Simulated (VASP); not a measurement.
# Ru (Im-3m) in VASP: further runs

Runs on Ru. Level: LDA. Tasks: single point.

All numbers are computed with VASP 6.6.1; they aren't measurements. Logs are shortened: lines on timing, memory, paths and dates and some standing lists are left out, and cuts for length are marked.

## 1. The cell of the first run

Symmetry: Im-3m, No. 229, cubic system. The conventional cell has a = 3.001 Å, b = 3.001 Å, c = 3.001 Å, α = 90.00°, β = 90.00°, γ = 90.00°. Ru (site symmetry m-3m) has 14 Ru at 2.60 to 3.00 Å within 3.4 Å.

## 2. Single point, LDA

File INCAR:

```
PREC = Accurate
ENCUT = 520
EDIFF = 1E-6
ISMEAR = -1
SIGMA = 0.1
LREAL = False
LASPH = True
NELM = 60
ALGO = Normal
ISIF = 2
LWAVE = False
LCHARG = False
GGA = CA
NBANDS = 13
```

File KPOINTS:

```
Automatic mesh
0
Gamma
  24 24 24
```

File POSCAR:

```
Ru
1.0
   -1.5003556195      1.5003556195      1.5003556195
    1.5003556195     -1.5003556195      1.5003556195
    1.5003556195      1.5003556195     -1.5003556195
Ru
1
Direct
    0.0000000000      0.0000000000      0.0000000000
```

Potentials or basis: VASP PAW LDA potentials, release 64 (Ru_pv).

The run is started by

```
> cat potpaw_LDA.64/Ru_pv/POTCAR > POTCAR
> mpirun -np 1 vasp_std > vasp.out
```

OUTCAR:

```text
PREC = Accurate
   ENCUT = 520
   EDIFF = 1E-6
   ISMEAR = -1
   LREAL = False
   LASPH = True
   NELM = 60
   ISIF = 2
   GGA = CA

 ion  position               nearest neighbor table
   1  0.000  0.000  0.000-

  LATTYP: Found a body centered cubic cell.
 ALAT       =     3.0007112390

  Lattice vectors:

 A1 = (  -1.5003556195,   1.5003556195,   1.5003556195)
 A2 = (   1.5003556195,  -1.5003556195,   1.5003556195)
 A3 = (   1.5003556195,   1.5003556195,  -1.5003556195)

Analysis of symmetry for initial positions (statically):
=====================================================================
 Subroutine PRICEL returns:
 Original cell was already a primitive cell.

 Routine SETGRP: Setting up the symmetry group for a
 body centered cubic supercell.

 Subroutine GETGRP returns: Found 48 space group operations
 (whereof 48 operations were pure point group operations)
 out of a pool of 48 trial point group operations.

The static configuration has the point symmetry O_h .

Analysis of symmetry for dynamics (positions and initial velocities):
=====================================================================
 Subroutine PRICEL returns:
 Original cell was already a primitive cell.

 Routine SETGRP: Setting up the symmetry group for a
 body centered cubic supercell.

 Subroutine GETGRP returns: Found 48 space group operations
 (whereof 48 operations were pure point group operations)
 out of a pool of 48 trial point group operations.

The dynamic configuration has the point symmetry O_h .

 Subroutine INISYM returns: Found 48 space group operations
 (whereof 48 operations are pure point group operations),
 and found     1 'primitive' translations

----------------------------------------------------------------------------------------

                                     Primitive cell

  volume of cell :      13.5096

  direct lattice vectors                    reciprocal lattice vectors
    -1.500355620  1.500355620  1.500355620     0.000000000  0.333254326  0.333254326
     1.500355620 -1.500355620  1.500355620     0.333254326  0.000000000  0.333254326
     1.500355620  1.500355620 -1.500355620     0.333254326  0.333254326  0.000000000

  length of vectors
     2.598692162  2.598692162  2.598692162     0.471292787  0.471292787  0.471292787

  position of ions in fractional coordinates (direct lattice)
     0.000000000  0.000000000  0.000000000

  ion indices of the primitive-cell ions
   primitive index   ion index
                 1           1

----------------------------------------------------------------------------------------

 KPOINTS: Automatic mesh

Automatic generation of k-mesh.
 Grid dimensions read from file:
 generate k-points for:   24   24   24

 Generating k-lattice:

  Cartesian coordinates                     Fractional coordinates (reciprocal lattice)
     0.000000000  0.013885597  0.013885597     0.041666667  0.000000000  0.000000000
     0.013885597  0.000000000  0.013885597     0.000000000  0.041666667  0.000000000
     0.013885597  0.013885597  0.000000000     0.000000000  0.000000000  0.041666667

  Length of vectors
     0.019637199  0.019637199  0.019637199

  Shift w.r.t. Gamma in fractional coordinates (k-lattice)
     0.000000000  0.000000000  0.000000000

 Subroutine IBZKPT returns following result:
 ===========================================

 Found    413 irreducible k-points:

 Following reciprocal coordinates:
            Coordinates               Weight
  0.000000  0.000000  0.000000      1.000000
  0.041667  0.000000  0.000000     12.000000
  0.083333  0.000000  0.000000     12.000000
  0.125000  0.000000  0.000000     12.000000
  0.166667  0.000000  0.000000     12.000000
  0.208333  0.000000  0.000000     12.000000
[... 16 lines left out ...]
  0.416667  0.041667  0.000000     48.000000
  0.458333  0.041667  0.000000     48.000000
 [... further k-points ...]
   k-points           NKPTS =    413   k-points in BZ     NKDIM =    413   number of bands    NBANDS=     13
   number of dos      NEDOS =    301   number of ions     NIONS =      1
   total plane-waves  NPLWV =   8000
   dimension x,y,z NGX =    20 NGY =   20 NGZ =   20
   dimension x,y,z NGXF=    40 NGYF=   40 NGZF=   40
   ions per type =               1
   NGX,Y,Z   is equivalent  to a cutoff of  12.79, 12.79, 12.79 a.u.
   NGXF,Y,Z  is equivalent  to a cutoff of  25.59, 25.59, 25.59 a.u.
 SYSTEM =  unknown system
   PREC   = accura    normal or accurate (medium, high low for compatibility)
   ISTART =      0    job   : 0-new  1-cont  2-samecut
   ICHARG =      2    charge: 1-file 2-atom 10-const
   ISPIN  =      1    spin polarized calculation?
   LNONCOLLINEAR =      F non collinear calculations
   LSORBIT =      F    spin-orbit coupling
   LASPH  =      T    aspherical Exc in radial PAW
   ENCUT  =  520.0 eV  38.22 Ry    6.18 a.u.   4.83  4.83  4.83*2*pi/ulx,y,z
   NELM   =     60;   NELMIN=  2; NELMDL= -5     # of ELM steps
   EDIFF  = 0.1E-05   stopping-criterion for ELM
   LREAL  =      F    real-space projection
   EDIFFG = 0.1E-04   stopping-criterion for IOM
   NSW    =      0    number of steps for IOM
   IBRION =     -1    ionic relax: 0-MD 1-quasi-New 2-CG
   NFREE  =      0    steps in history (QN), initial steepest desc. (CG)
   ISIF   =      2    stress and relaxation
   ISYM   =      2    0-nonsym 1-usesym 2-fastsym
   POTIM  = 0.5000    time-step for ionic-motion
   TEBEG  =    0.0;   TEEND  =   0.0 temperature during run
   PSTRESS=    0.0 pullay stress
   NELECT =      14.0000    total number of electrons
   NUPDOWN=      -1.0000    fix difference up-down
   EMIN   =  10.00;   EMAX   =-10.00  energy-range for DOS
   EFERMI =   0.00;   METHOD = LEGACY
   ISMEAR =    -1;   SIGMA  =   0.10  broadening in eV -4-tet -1-fermi 0-gaus
   EFERMI_NEDOS =   21; number of points for ismear=-14 and -15
   IALGO  =     38    algorithm
   IMIX   =      4    mixing-type and parameters
     AMIX     =   0.40;   BMIX     =  1.00
     AMIX_MAG =   1.60;   BMIX_MAG =  1.00
  volume/ion in A,a.u.               =      13.51        91.17
  Fermi-wavevector in a.u.,A,eV,Ry     =   1.656672  3.130657 37.342053  2.744563
  Thomas-Fermi vector in A             =   2.744557
   LORBIT       =      0    0 simple, 1 ext, 2 COOP (PROOUT), +10 PAW based schemes
   GGA     = CA    functional components
   LHFCALC =     F    Hartree Fock is set to
   AEXX    =    0.0000 exact exchange contribution
   IVDW    =     0    specifies the selected vdW correction
   LEPSILON=     F    determine dielectric tensor
   LRPA    =     F    only Hartree local field effects (RPA)
 non-spin polarized calculation
  energy-cutoff  :      520.00
  volume of cell :       13.51
 maximum number of plane-waves:       378
   NGX =  9   NGY =  9   NGZ =  9

 number of electron      13.9999994 magnetization

 Free energy of the ion-electron system (eV)
  ---------------------------------------------------
  ext. energy  EPLUGINS =         0.00000000
  ---------------------------------------------------
  free energy    TOTEN  =       -10.04896281 eV

  energy without entropy =       -9.98952543  energy(sigma->0) =      -10.01924412

 E-fermi :  12.9487     XC(G=0): -14.4033

 val. band max:       12.9480422468   @ k =   0.1667   0.0417   0.0000
 cond. band min:      12.9516672789   @ k =  -0.2500   0.3333   0.1667
 fundamental gap:      0.0036250321
 Fermi energy:        12.9487442936

 k-point     1 :       0.0000    0.0000    0.0000
  band No.  band energies     occupation
      1     -29.4165      2.00000
      2     -29.4165      2.00000
      3     -29.4165      2.00000
      4       4.7223      2.00000
      5       9.9935      2.00000
      6       9.9935      2.00000
      7       9.9935      2.00000
      8      12.8423      1.48701
      9      12.8423      1.48701
     10      23.0017      0.00000
     11      30.0772      0.00000
     12      30.0772      0.00000
     13      30.0772      0.00000

 k-point     2 :       0.0417    0.0000    0.0000
  band No.  band energies     occupation
      1     -29.4367      2.00000
      2     -29.4229      2.00000
      3     -29.4166      2.00000
      4       4.8022      2.00000
      5       9.9556      2.00000
      6       9.9914      2.00000
      7      10.0627      2.00000
      8      12.7900      1.66060
      9      12.8443      1.47931
     10      23.0017      0.00000
     11      30.1255      0.00000
     12      30.1802      0.00000
     13      30.2028      0.00000

 k-point     3 :       0.0833    0.0000    0.0000
  band No.  band energies     occupation
      1     -29.4956      2.00000
      2     -29.4416      2.00000
      3     -29.4168      2.00000
      4       5.0358      2.00000
      5       9.8464      2.00000
      6       9.9815      2.00000
      7      10.2687      2.00000
      8      12.6540      1.90025
      9      12.8515      1.45138
     10      23.0017      0.00000
     11      30.2473      0.00000
     12      30.4453      0.00000
     13      30.5738      0.00000
[... 305 lines left out ...]
 k-point    23 :       0.4167    0.0417    0.0000
  band No.  band energies     occupation
      1     -30.4895      2.00000
      2     -29.7737      2.00000
      3     -29.4294      2.00000
      4       6.5971      2.00000
      5       8.2241      2.00000
      6      12.6139      1.93211
      7      13.0248      0.63698
      8      13.7892      0.00045
      9      15.5050      0.00000
     10      22.9986      0.00000
     11      24.2499      0.00000
     12      26.8777      0.00000
     13      31.8968      0.00000

 k-point    24 :       0.4583    0.0417    0.0000
  band No.  band energies     occupation
      1     -30.5246      2.00000
      2     -29.7862      2.00000
      3     -29.4296      2.00000
      4       6.5347      2.00000
      5       8.1720      2.00000
      6      12.7942      1.64849
      7      13.0523      0.52416
      8      14.1095      0.00002
      9      15.8275      0.00000
     10      22.9950      0.00000
     11      23.6422      0.00000
     12      26.6707      0.00000
     13      31.4385      0.00000

 [... further k-points ...]
[... 5 lines left out ...]
  --------------------------------------------------------------------------------------
  -------------------------------------------------------------------------------------
  Total        0.0774538      0.0774538      0.0774538      0.0000000     -0.0000000      0.0000000
  in kB        9.1856638      9.1856638      9.1856638      0.0000000     -0.0000000      0.0000000
  external PRESSURE =       9.1856638 kB  Pullay stress =       0.0000000 kB

 VOLUME and BASIS-vectors are now :
 -----------------------------------------------------------------------------
  energy-cutoff  :      520.00
  volume of cell :       13.51
      direct lattice vectors                 reciprocal lattice vectors
    -1.500355620  1.500355620  1.500355620     0.000000000  0.333254326  0.333254326
     1.500355620 -1.500355620  1.500355620     0.333254326  0.000000000  0.333254326
     1.500355620  1.500355620 -1.500355620     0.333254326  0.333254326  0.000000000

 POSITION                                       TOTAL-FORCE (eV/Angst)
 -----------------------------------------------------------------------------------
      0.00000      0.00000      0.00000         0.000000      0.000000      0.000000
 -----------------------------------------------------------------------------------
    total drift:                                0.000000     -0.000000      0.000000

  FREE ENERGIE OF THE ION-ELECTRON SYSTEM (eV)
  ---------------------------------------------------
  free  energy   TOTEN  =       -10.0489628115 eV

  energy  without entropy=       -9.9895254350  energy(sigma->0) =      -10.01924412
```

It took 76 s on 1 thread of Intel Xeon 8259CL, shared host; peak memory 0.18 GiB.

Results:

- Free energy: -10.0490 eV
- Pressure: 0.9 GPa
- Band gap on the k mesh: zero (band 7 reaches 14.89 eV, above the bottom of band 8 at 11.00 eV)

## 3. Single point, LDA, non-collinear spin, zero start, spin-orbit coupling

File INCAR:

```
SYSTEM = Ru
PREC = Accurate ; ENCUT = 520
EDIFF = 1E-6 ; ISMEAR = -1
SIGMA = 0.1 ; LREAL = .False.
LASPH = .True. ; NELM = 150
ALGO = Normal ; ISIF = 2
LWAVE = .False. ; LCHARG = .True.
MAGMOM = 0 0 0 ; LORBIT = 11
LSORBIT = .True. ; GGA_COMPAT = .False.
LORBMOM = .True. ; LMAXMIX = 4
LVHAR = .True. ; NBANDS = 25
```

File KPOINTS:

```
regular mesh
0
Gamma
  15 15 15
  0 0 0
```

POSCAR is that of step 2.

Potentials or basis: VASP PAW LDA potentials, release 64 (Ru_pv).

The run is started by

```
> cat potpaw_LDA.64/Ru_pv/POTCAR > POTCAR
> mpirun -np 1 vasp_ncl > vasp.out
```

OUTCAR:

```text
SYSTEM = Ru
   PREC = Accurate
   ENCUT = 520
   EDIFF = 1E-6
   ISMEAR = -1
   LREAL = .False.
   LASPH = .True.
   NELM = 150
   ISIF = 2
   LORBIT = 11
   LSORBIT = .True.

 ion  position               nearest neighbor table
   1  0.000  0.000  0.000-

  LATTYP: Found a body centered cubic cell.
 ALAT       =     3.0007112390

  Lattice vectors:

 A1 = (  -1.5003556195,   1.5003556195,   1.5003556195)
 A2 = (   1.5003556195,  -1.5003556195,   1.5003556195)
 A3 = (   1.5003556195,   1.5003556195,  -1.5003556195)

Analysis of symmetry for initial positions (statically):
=====================================================================
 Subroutine PRICEL returns:
 Original cell was already a primitive cell.

 Routine SETGRP: Setting up the symmetry group for a
 body centered cubic supercell.

 Subroutine GETGRP returns: Found 48 space group operations
 (whereof 48 operations were pure point group operations)
 out of a pool of 48 trial point group operations.

The static configuration has the point symmetry O_h .

Analysis of symmetry for dynamics (positions and initial velocities):
=====================================================================
 Subroutine PRICEL returns:
 Original cell was already a primitive cell.

 Routine SETGRP: Setting up the symmetry group for a
 body centered cubic supercell.

 Subroutine GETGRP returns: Found 48 space group operations
 (whereof 48 operations were pure point group operations)
 out of a pool of 48 trial point group operations.

The dynamic configuration has the point symmetry O_h .

Analysis of structural, dynamic, and magnetic symmetry:
=====================================================================
 Subroutine PRICEL returns:
 Original cell was already a primitive cell.

 Routine SETGRP: Setting up the symmetry group for a
 body centered cubic supercell.

 Subroutine GETGRP returns: Found 48 space group operations
[... 839 lines left out ...]
  in kB       12.0317655     12.0317655     12.0317655      0.0000000     -0.0000000     -0.0000000
  external PRESSURE =      12.0317655 kB  Pullay stress =       0.0000000 kB

 VOLUME and BASIS-vectors are now :
 -----------------------------------------------------------------------------
  energy-cutoff  :      520.00
  volume of cell :       13.51
      direct lattice vectors                 reciprocal lattice vectors
    -1.500355620  1.500355620  1.500355620     0.000000000  0.333254326  0.333254326
     1.500355620 -1.500355620  1.500355620     0.333254326  0.000000000  0.333254326
     1.500355620  1.500355620 -1.500355620     0.333254326  0.333254326  0.000000000

 POSITION                                       TOTAL-FORCE (eV/Angst)
 -----------------------------------------------------------------------------------
      0.00000      0.00000      0.00000        -0.000000      0.000000      0.000000
 -----------------------------------------------------------------------------------
    total drift:                                0.000000     -0.000000      0.000000

  FREE ENERGIE OF THE ION-ELECTRON SYSTEM (eV)
  ---------------------------------------------------
  free  energy   TOTEN  =       -10.1925678704 eV

  energy  without entropy=      -10.1336119750  energy(sigma->0) =      -10.16308992

 orbital moment (x)

 # of ion     p       d       tot
 ----------------------------------------
  1         0.000   0.000   0.000
 ----------------------------------------
            0.000   0.000   0.000

 orbital moment (y)

 # of ion     p       d       tot
 ----------------------------------------
  1         0.000   0.000   0.000
 ----------------------------------------
            0.000   0.000   0.000

 orbital moment (z)

 # of ion     p       d       tot
 ----------------------------------------
  1         0.000   0.000   0.000
 ----------------------------------------
            0.000   0.000   0.000

 Spin-Orbit-Coupling matrix elements

 Ion:    1  E_soc:     -0.2833938
 l=   1
     0.0000000    -0.0377580    -0.0377580
    -0.0377580     0.0000000    -0.0377580
    -0.0377580    -0.0377580     0.0000000
 l=   2
     0.0000000    -0.0011191     0.0000000    -0.0011191    -0.0083552
    -0.0011191     0.0000000    -0.0062664    -0.0011191    -0.0020888
     0.0000000    -0.0062664     0.0000000    -0.0062664     0.0000000
    -0.0011191    -0.0011191    -0.0062664     0.0000000    -0.0020888
    -0.0083552    -0.0020888     0.0000000    -0.0020888     0.0000000
 l=   3
     0.0000000     0.0000000     0.0000000     0.0000000     0.0000000     0.0000000     0.0000000
     0.0000000     0.0000000     0.0000000     0.0000000     0.0000000     0.0000000     0.0000000
     0.0000000     0.0000000     0.0000000     0.0000000     0.0000000     0.0000000     0.0000000
     0.0000000     0.0000000     0.0000000     0.0000000     0.0000000     0.0000000     0.0000000
     0.0000000     0.0000000     0.0000000     0.0000000     0.0000000     0.0000000     0.0000000
     0.0000000     0.0000000     0.0000000     0.0000000     0.0000000     0.0000000     0.0000000
     0.0000000     0.0000000     0.0000000     0.0000000     0.0000000     0.0000000     0.0000000

 total charge

# of ion       s       p       d       tot
------------------------------------------
    1        0.403   6.308   5.983  12.694

 magnetization (x)

# of ion       s       p       d       tot
------------------------------------------
    1        0.000  -0.000   0.000   0.000

 magnetization (y)

# of ion       s       p       d       tot
------------------------------------------
    1        0.000   0.000  -0.000  -0.000

 magnetization (z)

# of ion       s       p       d       tot
------------------------------------------
    1        0.000   0.000  -0.000   0.000
```

OSZICAR:

```text
N       E                     dE             d eps       ncg     rms          rms(c)
DAV:   1     0.145102914584E+03    0.14510E+03   -0.80735E+03  6000   0.122E+03
DAV:   2    -0.750323269071E+01   -0.15261E+03   -0.14668E+03  6359   0.393E+02
DAV:   3    -0.108271536000E+02   -0.33239E+01   -0.32891E+01  7569   0.643E+01
DAV:   4    -0.108446981334E+02   -0.17545E-01   -0.17517E-01  6683   0.474E+00
DAV:   5    -0.108448174022E+02   -0.11927E-03   -0.11927E-03  6420   0.375E-01    0.142E+01
DAV:   6    -0.102422572671E+02    0.60256E+00   -0.10788E+00  6282   0.132E+01    0.450E+00
DAV:   7    -0.101979112729E+02    0.44346E-01   -0.79945E-02  6712   0.315E+00    0.150E+00
DAV:   8    -0.101936628691E+02    0.42484E-02   -0.26245E-03  6159   0.702E-01    0.818E-01
DAV:   9    -0.101926360699E+02    0.10268E-02   -0.12910E-03  6531   0.503E-01    0.110E-01
DAV:  10    -0.101925625936E+02    0.73476E-04   -0.63350E-05  6371   0.118E-01    0.264E-02
DAV:  11    -0.101925679114E+02   -0.53178E-05   -0.11486E-06  5654   0.127E-02    0.233E-03
DAV:  12    -0.101925678704E+02    0.40988E-07   -0.10158E-07  3285   0.422E-03
   1 F= -.10192568E+02 E0= -.10163090E+02  d E =-.589559E-01  mag=     0.0000    -0.0000    -0.0000
```

stdout:

```text
POSCAR found type information on POSCAR Ru
 POSCAR found :  1 types and       1 ions
 scaLAPACK will be used
 LDA part: xc-table for (Slater(with rela. corr.)+CA(PZ))
 , standard interpolation
 POSCAR, INCAR and KPOINTS ok, starting setup
 FFT: planning ... GRIDC
 FFT: planning ... GRID_SOFT
 FFT: planning ... GRID
 WAVECAR not read
 entering main loop
```

Wall time 1.7 min (1 thread of Intel Xeon 8259CL, shared host); peak memory 0.19 GiB.

What came out:

```
Free energy                                           : -10.1926 eV
Pressure                                              : 1.2 GPa
Net moment                                            : 0.00 μB per cell
Valence electrons inside the program's atomic spheres : Ru 12.69
```

Moments on the atoms (μB; x, y, z):
```
Ru  0.00 0.00 0.00
```

(Part 1 of 2 ends here.)
